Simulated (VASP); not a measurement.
# InP in VASP: notebook

Runs on InP. Level: PBE. Tasks: single point.

All numbers are computed with VASP 6.6.1; they aren't measurements. Logs are shortened: lines on timing, memory, paths and dates and some standing lists are left out, and cuts for length are marked.

### 1 The cell of the first run

Symmetry: Fm-3m, No. 225, cubic system. The conventional cell has a = 5.540 Å, b = 5.540 Å, c = 5.540 Å, α = 90.00°, β = 90.00°, γ = 90.00°. In (site symmetry m-3m) has 6 P at 2.77 Å within 3.7 Å. Within 3.7 Å of P (site symmetry m-3m) lie 6 In at 2.77 Å.

### 2 Single point, PBE

File INCAR:

```
  PREC = Accurate
  ENCUT = 520
  EDIFF = 1E-6
  ISMEAR = 0
  SIGMA = 0.15
  LREAL = F
  LASPH = T
  NELM = 60
  ALGO = Normal
  ISIF = 2
  LWAVE = F
  LCHARG = T
  GGA = PE
  LELF = T
  LVHAR = T
  NBANDS = 16
```

File KPOINTS:

```
Automatic mesh
0
Gamma
  14 14 14
```

File POSCAR:

```
InP
1.0
    0.0000000000      2.7701982124      2.7701982124
    2.7701982124      0.0000000000      2.7701982124
    2.7701982124      2.7701982124      0.0000000000
In P
1 1
Direct
    0.0000000000      0.0000000000      0.0000000000
    0.5000000000      0.5000000000      0.5000000000
```

Potentials or basis: VASP PAW PBE potentials, release 64 (In_d, P).

Run with:

```
cat potpaw_PBE.64/In_d/POTCAR potpaw_PBE.64/P/POTCAR > POTCAR
mpirun -np 1 vasp_std > vasp.out
```

OUTCAR:

```text
PREC = Accurate
   ENCUT = 520
   EDIFF = 1E-6
   ISMEAR = 0
   LREAL = F
   LASPH = T
   NELM = 60
   ISIF = 2
   GGA = PE

 ion  position               nearest neighbor table
   1  0.000  0.000  0.000-   2 2.77   2 2.77   2 2.77   2 2.77   2 2.77   2 2.77
   2  0.500  0.500  0.500-   1 2.77   1 2.77   1 2.77   1 2.77   1 2.77   1 2.77

  LATTYP: Found a face centered cubic cell.
 ALAT       =     5.5403964248

  Lattice vectors:

 A1 = (   0.0000000000,   2.7701982124,   2.7701982124)
 A2 = (   2.7701982124,   0.0000000000,   2.7701982124)
 A3 = (   2.7701982124,   2.7701982124,   0.0000000000)

Analysis of symmetry for initial positions (statically):
=====================================================================
 Subroutine PRICEL returns:
 Original cell was already a primitive cell.

 Routine SETGRP: Setting up the symmetry group for a
 face centered cubic supercell.

 Subroutine GETGRP returns: Found 48 space group operations
 (whereof 48 operations were pure point group operations)
 out of a pool of 48 trial point group operations.

The static configuration has the point symmetry O_h .

Analysis of symmetry for dynamics (positions and initial velocities):
=====================================================================
 Subroutine PRICEL returns:
 Original cell was already a primitive cell.

 Routine SETGRP: Setting up the symmetry group for a
 face centered cubic supercell.

 Subroutine GETGRP returns: Found 48 space group operations
 (whereof 48 operations were pure point group operations)
 out of a pool of 48 trial point group operations.

The dynamic configuration has the point symmetry O_h .

 Subroutine INISYM returns: Found 48 space group operations
 (whereof 48 operations are pure point group operations),
 and found     1 'primitive' translations

----------------------------------------------------------------------------------------

                                     Primitive cell

  volume of cell :      42.5170

  direct lattice vectors                    reciprocal lattice vectors
     0.000000000  2.770198212  2.770198212    -0.180492500  0.180492500  0.180492500
     2.770198212  0.000000000  2.770198212     0.180492500 -0.180492500  0.180492500
     2.770198212  2.770198212  0.000000000     0.180492500  0.180492500 -0.180492500

  length of vectors
     3.917651882  3.917651882  3.917651882     0.312622180  0.312622180  0.312622180

  position of ions in fractional coordinates (direct lattice)
     0.000000000  0.000000000  0.000000000
     0.500000000  0.500000000  0.500000000

  ion indices of the primitive-cell ions
   primitive index   ion index
                 1           1
                 2           2

----------------------------------------------------------------------------------------

 KPOINTS: Automatic mesh

Automatic generation of k-mesh.
 Grid dimensions read from file:
 generate k-points for:   14   14   14

 Generating k-lattice:

  Cartesian coordinates                     Fractional coordinates (reciprocal lattice)
    -0.012892321  0.012892321  0.012892321     0.071428571  0.000000000  0.000000000
     0.012892321 -0.012892321  0.012892321     0.000000000  0.071428571  0.000000000
     0.012892321  0.012892321 -0.012892321     0.000000000  0.000000000  0.071428571

  Length of vectors
     0.022330156  0.022330156  0.022330156

  Shift w.r.t. Gamma in fractional coordinates (k-lattice)
     0.000000000  0.000000000  0.000000000

 Subroutine IBZKPT returns following result:
 ===========================================

 Found    104 irreducible k-points:

 Following reciprocal coordinates:
            Coordinates               Weight
  0.000000  0.000000  0.000000      1.000000
  0.071429  0.000000  0.000000      8.000000
  0.142857  0.000000  0.000000      8.000000
  0.214286  0.000000  0.000000      8.000000
  0.285714  0.000000  0.000000      8.000000
  0.357143  0.000000  0.000000      8.000000
[... 16 lines left out ...]
  0.214286  0.142857  0.000000     24.000000
  0.285714  0.142857  0.000000     24.000000
 [... further k-points ...]
   k-points           NKPTS =    104   k-points in BZ     NKDIM =    104   number of bands    NBANDS=     16
   number of dos      NEDOS =    301   number of ions     NIONS =      2
   total plane-waves  NPLWV =  27000
   dimension x,y,z NGX =    30 NGY =   30 NGZ =   30
   dimension x,y,z NGXF=    60 NGYF=   60 NGZF=   60
   ions per type =               1   1
   NGX,Y,Z   is equivalent  to a cutoff of  12.73, 12.73, 12.73 a.u.
   NGXF,Y,Z  is equivalent  to a cutoff of  25.46, 25.46, 25.46 a.u.
 SYSTEM =  unknown system
   PREC   = accura    normal or accurate (medium, high low for compatibility)
   ISTART =      0    job   : 0-new  1-cont  2-samecut
   ICHARG =      2    charge: 1-file 2-atom 10-const
   ISPIN  =      1    spin polarized calculation?
   LNONCOLLINEAR =      F non collinear calculations
   LSORBIT =      F    spin-orbit coupling
   LASPH  =      T    aspherical Exc in radial PAW
   ENCUT  =  520.0 eV  38.22 Ry    6.18 a.u.   7.28  7.28  7.28*2*pi/ulx,y,z
   NELM   =     60;   NELMIN=  2; NELMDL= -5     # of ELM steps
   EDIFF  = 0.1E-05   stopping-criterion for ELM
   LREAL  =      F    real-space projection
   EDIFFG = 0.1E-04   stopping-criterion for IOM
   NSW    =      0    number of steps for IOM
   IBRION =     -1    ionic relax: 0-MD 1-quasi-New 2-CG
   NFREE  =      0    steps in history (QN), initial steepest desc. (CG)
   ISIF   =      2    stress and relaxation
   ISYM   =      2    0-nonsym 1-usesym 2-fastsym
   POTIM  = 0.5000    time-step for ionic-motion
   TEBEG  =    0.0;   TEEND  =   0.0 temperature during run
   PSTRESS=    0.0 pullay stress
   NELECT =      18.0000    total number of electrons
   NUPDOWN=      -1.0000    fix difference up-down
   EMIN   =  10.00;   EMAX   =-10.00  energy-range for DOS
   EFERMI =   0.00;   METHOD = LEGACY
   ISMEAR =     0;   SIGMA  =   0.15  broadening in eV -4-tet -1-fermi 0-gaus
   EFERMI_NEDOS =   21; number of points for ismear=-14 and -15
   IALGO  =     38    algorithm
   IMIX   =      4    mixing-type and parameters
     AMIX     =   0.40;   BMIX     =  1.00
     AMIX_MAG =   1.60;   BMIX_MAG =  1.00
  volume/ion in A,a.u.               =      21.26       143.46
  Fermi-wavevector in a.u.,A,eV,Ry     =   1.229263  2.322970 20.559595  1.511088
  Thomas-Fermi vector in A             =   2.364157
   LORBIT       =      0    0 simple, 1 ext, 2 COOP (PROOUT), +10 PAW based schemes
   GGA     = PE    functional components
   LHFCALC =     F    Hartree Fock is set to
   AEXX    =    0.0000 exact exchange contribution
   IVDW    =     0    specifies the selected vdW correction
   LEPSILON=     F    determine dielectric tensor
   LRPA    =     F    only Hartree local field effects (RPA)
 non-spin polarized calculation
 Gauss-broadening in eV      SIGMA  =   0.15
  energy-cutoff  :      520.00
  volume of cell :       42.52
 maximum number of plane-waves:      1163
 NGX is ok and might be reduce to    30
   NGX = 15   NGY = 15   NGZ = 15

 number of electron      18.0000009 magnetization

 Free energy of the ion-electron system (eV)
  ---------------------------------------------------
  ext. energy  EPLUGINS =         0.00000000
  ---------------------------------------------------
  free energy    TOTEN  =        -7.92188278 eV

  energy without entropy =       -7.90847136  energy(sigma->0) =       -7.91517707

 E-fermi :   6.9958     XC(G=0): -10.3898

 val. band max:        6.9910229677   @ k =  -0.3571   0.1429   0.0000
 cond. band min:       7.0219068794   @ k =  -0.1429   0.2143   0.0714
 fundamental gap:      0.0308839117
 Fermi energy:         6.9957765643

 k-point     1 :       0.0000    0.0000    0.0000
  band No.  band energies     occupation
      1      -7.1893      2.00000
      2      -7.1893      2.00000
      3      -7.1695      2.00000
      4      -7.1695      2.00000
      5      -7.1695      2.00000
      6      -4.9827      2.00000
[... 8 lines left out ...]
     15      15.4896      0.00000
     16      15.4896      0.00000

 k-point     2 :       0.0714    0.0000    0.0000
  band No.  band energies     occupation
      1      -7.1916      2.00000
      2      -7.1916      2.00000
      3      -7.1696      2.00000
      4      -7.1663      2.00000
      5      -7.1663      2.00000
      6      -4.9192      2.00000
[... 8 lines left out ...]
     15      14.9387      0.00000
     16      15.4948      0.00000

 k-point     3 :       0.1429    0.0000    0.0000
  band No.  band energies     occupation
      1      -7.1994      2.00000
      2      -7.1994      2.00000
      3      -7.1702      2.00000
      4      -7.1558      2.00000
      5      -7.1558      2.00000
      6      -4.7306      2.00000
[... 8 lines left out ...]
     15      14.8909      0.00000
     16      15.3453      0.00000

 k-point     4 :       0.2143    0.0000    0.0000
  band No.  band energies     occupation
      1      -7.2118      2.00000
      2      -7.2118      2.00000
      3      -7.1718      2.00000
      4      -7.1394      2.00000
      5      -7.1394      2.00000
      6      -4.4235      2.00000
[... 8 lines left out ...]
     15      15.3903      0.00000
     16      15.3903      0.00000

 k-point     5 :       0.2857    0.0000    0.0000
  band No.  band energies     occupation
      1      -7.2259      2.00000
      2      -7.2259      2.00000
      3      -7.1743      2.00000
      4      -7.1207      2.00000
      5      -7.1207      2.00000
      6      -4.0150      2.00000
[... 8 lines left out ...]
     15      16.1164      0.00000
     16      16.1164      0.00000

 k-point     6 :       0.3571    0.0000    0.0000
  band No.  band energies     occupation
      1      -7.2387      2.00000
      2      -7.2387      2.00000
      3      -7.1771      2.00000
      4      -7.1037      2.00000
      5      -7.1037      2.00000
      6      -3.5454      2.00000
[... 8 lines left out ...]
     15      16.9827      0.00000
     16      16.9827      0.00000

 k-point     7 :       0.4286    0.0000    0.0000
  band No.  band energies     occupation
      1      -7.2476      2.00000
      2      -7.2476      2.00000
      3      -7.1793      2.00000
      4      -7.0918      2.00000
      5      -7.0918      2.00000
      6      -3.1120      2.00000
[... 8 lines left out ...]
     15      17.8499      0.00000
     16      17.8499      0.00000

 k-point     8 :       0.5000    0.0000    0.0000
  band No.  band energies     occupation
      1      -7.2507      2.00000
      2      -7.2507      2.00000
      3      -7.1802      2.00000
      4      -7.0876      2.00000
      5      -7.0876      2.00000
      6      -2.9164      2.00000
[... 8 lines left out ...]
     15      18.2964      0.00000
     16      18.2964      0.00000

 k-point     9 :       0.0714    0.0714    0.0000
  band No.  band energies     occupation
      1      -7.1974      2.00000
      2      -7.1870      2.00000
      3      -7.1722      2.00000
      4      -7.1644      2.00000
      5      -7.1644      2.00000
      6      -4.8973      2.00000
[... 8 lines left out ...]
     15      15.9265      0.00000
     16      15.9265      0.00000
[... 172 lines left out ...]
 k-point    19 :      -0.2143    0.0714    0.0000
  band No.  band energies     occupation
      1      -7.2215      2.00000
      2      -7.2159      2.00000
      3      -7.1719      2.00000
      4      -7.1382      2.00000
      5      -7.1273      2.00000
      6      -4.2374      2.00000
[... 8 lines left out ...]
     15      15.6862      0.00000
     16      16.5914      0.00000

 k-point    20 :      -0.1429    0.0714    0.0000
  band No.  band energies     occupation
      1      -7.2089      2.00000
      2      -7.2017      2.00000
      3      -7.1712      2.00000
      4      -7.1537      2.00000
      5      -7.1439      2.00000
      6      -4.5826      2.00000
[... 8 lines left out ...]
     15      15.8311      0.00000
     16      15.9084      0.00000

 k-point    21 :      -0.0714    0.0714    0.0000
  band No.  band energies     occupation
      1      -7.1986      2.00000
      2      -7.1928      2.00000
      3      -7.1707      2.00000
      4      -7.1633      2.00000
      5      -7.1578      2.00000
      6      -4.8132      2.00000
[... 8 lines left out ...]
     15      15.3602      0.00000
     16      15.9257      0.00000

 k-point    22 :       0.1429    0.1429    0.0000
  band No.  band energies     occupation
      1      -7.2261      2.00000
      2      -7.1805      2.00000
      3      -7.1797      2.00000
      4      -7.1499      2.00000
      5      -7.1499      2.00000
      6      -4.6352      2.00000
[... 8 lines left out ...]
     15      16.9401      0.00000
     16      16.9401      0.00000

 k-point    23 :       0.2143    0.1429    0.0000
  band No.  band energies     occupation
      1      -7.2478      2.00000
      2      -7.1827      2.00000
      3      -7.1820      2.00000
      4      -7.1401      2.00000
      5      -7.1358      2.00000
      6      -4.3973      2.00000
[... 8 lines left out ...]
     15      16.7842      0.00000
     16      17.1695      0.00000

 k-point    24 :       0.2857    0.1429    0.0000
  band No.  band energies     occupation
      1      -7.2685      2.00000
      2      -7.1914      2.00000
      3      -7.1820      2.00000
      4      -7.1305      2.00000
      5      -7.1169      2.00000
      6      -4.0465      2.00000
[... 8 lines left out ...]
     15      17.1262      0.00000
     16      17.2861      0.00000

 [... further k-points ...]
[... 5 lines left out ...]
  --------------------------------------------------------------------------------------
  -------------------------------------------------------------------------------------
  Total       -0.0091759     -0.0091759     -0.0091759     -0.0000000     -0.0000000      0.0000000
  in kB       -0.3457763     -0.3457763     -0.3457763     -0.0000000     -0.0000000      0.0000000
  external PRESSURE =      -0.3457763 kB  Pullay stress =       0.0000000 kB

 VOLUME and BASIS-vectors are now :
 -----------------------------------------------------------------------------
  energy-cutoff  :      520.00
  volume of cell :       42.52
      direct lattice vectors                 reciprocal lattice vectors
     0.000000000  2.770198212  2.770198212    -0.180492500  0.180492500  0.180492500
     2.770198212  0.000000000  2.770198212     0.180492500 -0.180492500  0.180492500
     2.770198212  2.770198212  0.000000000     0.180492500  0.180492500 -0.180492500

 POSITION                                       TOTAL-FORCE (eV/Angst)
 -----------------------------------------------------------------------------------
      0.00000      0.00000      0.00000        -0.000000     -0.000000      0.000000
      2.77020      2.77020      2.77020         0.000000      0.000000      0.000000
 -----------------------------------------------------------------------------------
    total drift:                               -0.000000      0.000000      0.000000

  FREE ENERGIE OF THE ION-ELECTRON SYSTEM (eV)
  ---------------------------------------------------
  free  energy   TOTEN  =        -7.9218827777 eV

  energy  without entropy=       -7.9084713604  energy(sigma->0) =       -7.91517707
```

It took 46 s on 1 thread of Intel Xeon 6975P-C (Granite Rapids), shared host; peak memory 0.21 GiB.

What came out:

- Free energy: -7.9219 eV
- Pressure: 0.0 GPa
- Band gap on the k mesh: zero (band 9 reaches 7.32 eV, above the bottom of band 10 at 4.69 eV)

Levels at points of the mesh, in eV from the Fermi level:
| k point | band 7 | band 8 | band 9 | band 10 | band 11 | band 12 |
| --- | --- | --- | --- | --- | --- | --- |
| (0.00, 0.00, 0.00) | -0.26 | -0.26 | -0.26 | 0.54 | 7.12 | 7.12 |
| (0.50, 0.00, 0.00) | -6.60 | 0.16 | 0.16 | 2.51 | 3.44 | 3.44 |
| (0.50, 0.50, 0.00) | -4.91 | -2.48 | -2.30 | -2.30 | 3.87 | 9.88 |

Caveat: spin-orbit coupling is left out, which moves the levels of the heavy elements.

### 3 Single point, PBE (mode 4 frozen in at +0.000 Å, normal strain along x -0.0233)

INCAR: that of step 2 with these lines changed.

```diff
@@ -11,6 +11,4 @@
   LWAVE = F
-  LCHARG = T
+  LCHARG = F
   GGA = PE
-  LELF = T
-  LVHAR = T
   NBANDS = 16
```

File KPOINTS:

```
regular mesh
0
Gamma
  14 14 14
```

File POSCAR:

```
InP
1.0
    0.0000000000      2.7701982124      2.7701982124
    2.7056525941      0.0000000000      2.7701982124
    2.7056525941      2.7701982124      0.0000000000
In P
1 1
Direct
    0.0000000000      0.0000000000      0.0000000000
    0.5000000000      0.5000000000      0.5000000000
```

Potentials or basis: VASP PAW PBE potentials, release 64 (In_d, P).

Run with:

```
cat potpaw_PBE.64/In_d/POTCAR potpaw_PBE.64/P/POTCAR > POTCAR
mpirun -np 1 vasp_std > vasp.out
```

Run time: 1.7 min. Hardware: 1 thread of Intel Xeon 6975P-C (Granite Rapids), shared host; peak memory 0.28 GiB.

The run converged. Its results:

* Free energy: -7.9101 eV
* Pressure: 1.9 GPa
* Band gap on the k mesh: zero (band 9 reaches 7.63 eV, above the bottom of band 10 at 4.84 eV)

Stress tensor (GPa, compression positive):
```
3.89 0.00 0.00
0.00 0.87 0.00
0.00 0.00 0.87
```

Levels at points of the mesh, in eV from the Fermi level:
```tsv
k point	band 6	band 7	band 8	band 9	band 10	band 11	band 12	band 13
(0.00, 0.00, 0.00)	-12.16	-0.43	-0.21	-0.21	0.73	7.07	7.07	7.24
(0.50, 0.00, 0.00)	-10.02	-6.73	0.11	0.22	2.50	3.32	3.56	5.40
(0.50, 0.50, 0.00)	-8.92	-5.07	-2.49	-2.37	-2.21	3.86	9.76	10.30
(0.00, 0.50, 0.50)	-8.69	-5.07	-2.61	-2.46	-2.46	3.75	10.00	10.00
```

Caveat: the cell differs from its parent crystal (mode 4 frozen in at +0.000 Å, normal strain along x -0.0233); spin-orbit coupling is left out, which moves the levels of the heavy elements.

(Continued in part 2 of 2.)
